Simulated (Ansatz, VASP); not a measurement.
## In: VASP beside Ansatz

POSCAR

```
In
1.0
   -1.5934921500      1.5934921500      2.4445111300
    1.5934921500     -1.5934921500      2.4445111300
    1.5934921500      1.5934921500     -2.4445111300
In
1
Direct
    0.0000000000      0.0000000000      0.0000000000
```

Contents of INCAR.step1:

```
SYSTEM = In
PREC = Accurate
ENCUT = 520
ISMEAR = -1
SIGMA = 0.0438
LREAL = .False.
LASPH = .True.
NELM = 100
NBANDS = 12
GGA = PE
ALGO = Normal
EDIFF = 1E-4
LWAVE = .True.
LCHARG = .False.
```

Contents of INCAR.step2:

```
SYSTEM = In
PREC = Accurate
ENCUT = 520
EDIFF = 1E-6
ISMEAR = -1
SIGMA = 0.0438
LREAL = .False.
LASPH = .True.
NELM = 100
ALGO = Normal
ISIF = 2
LWAVE = .False.
LCHARG = .False.
METAGGA = R2SCAN
LMIXTAU = .True.
NBANDS = 12
ISTART = 1
```

Contents of KPOINTS:

```
Automatic mesh
0
Gamma
  8 8 8
  0 0 0
```

Input for Ansatz:

```yaml
crystal:
  lattice:
    - [-1.59349215, 1.59349215, 2.44451113]
    - [1.59349215, -1.59349215, 2.44451113]
    - [1.59349215, 1.59349215, -2.44451113]
  atoms:
    - { symbol: In, position: [0.0, 0.0, 0.0] }
  symmetry: { tolerance: 0.0003 }
kpoints:
  mp_grid: { grid: [8, 8, 8], shift: [0, 0, 0] }
magnetization:
  spin_polarized: false
scf:
  occupations: { method: fermi_dirac, width: 0.0438 }
hamiltonian:
  pseudopotentials: { kind: paw }
  xc: r2scan
basis:
  ecutwfc: 500
output:
  forces: true
  stress: true
  eigenvalues: true
```

Alike in both runs: task single point; functional r2SCAN; k mesh 8 × 8 × 8; occupations fermi-dirac, width 0.0438 eV; no spin polarisation.

```csv
,VASP,Ansatz
version,VASP 6.6.1,Ansatz 0.2.0
potentials or method,"VASP PAW PBE potentials, release 64 (In_d), cutoff 520 eV",PAW plane waves
valence electrons in the cell,13,13
```

|  | VASP | Ansatz | Ansatz less VASP |
| --- | --- | --- | --- |
| gap on the k mesh at the Fermi level (eV) | none | none | - |
| pressure (GPa) | 2.6 | 2.6 | -0.05 |
| traceless stress, the component that is largest in VASP (GPa) | 3.16 | 3.16 | -0.006 |

VASP's potentials were made for PBE, not for r2SCAN. A gap of «none» marks a metal or a gap that the smearing closes.
